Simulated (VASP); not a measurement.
Input of a VASP 6.6.1 run:

Contents of INCAR:

```
PREC = Accurate
ENCUT = 520
EDIFF = 1E-6
ISMEAR = -1
SIGMA = 0.05
LREAL = False
LASPH = True
NELM = 80
ALGO = Normal
ISIF = 2
LWAVE = False
LCHARG = False
GGA = PS
NBANDS = 18
```

File KPOINTS:

```
regular mesh
0
Gamma
  10 10 1
```

Contents of POSCAR:

```
TiH5
1.0
    3.0575400000      0.0000000000      0.0000000000
   -1.5287700000      2.6479000000      0.0000000000
    0.0000000000      0.0000000000     30.8867600000
Ti H
1 5
Direct
    0.6666700000      0.3333300000      0.2752000000
    0.3333300000      0.6666700000      0.3100500000
    0.3333300000      0.6666700000      0.2403500000
    0.6666700000      0.3333300000      0.2178000000
    0.6666700000      0.3333300000      0.3326000000
    0.0000000000      0.0000000000      0.2752000000
```

Potentials or basis: VASP PAW PBE potentials, release 64 (Ti_sv, H).

Launch:

```console
$ cat potpaw_PBE.64/Ti_sv/POTCAR potpaw_PBE.64/H/POTCAR > POTCAR
$ mpirun -np 1 vasp_std > vasp.out
```

Q: What does it give for the largest force?

A: 0.048 eV/Å.

Q: What does it give for the band gap on the k mesh?

A: Zero (an odd number of electrons rules out a gap without spin polarisation).

Forces on the atoms (eV/Å):
```
Ti   0.000  0.000  0.000
H    0.000  0.000 -0.031
H    0.000  0.000  0.031
H    0.000  0.000  0.048
H    0.000  0.000 -0.048
H    0.000  0.000  0.000
```

Caveat: the PAW data sets were made with another functional, which shifts forces and pressure a little.
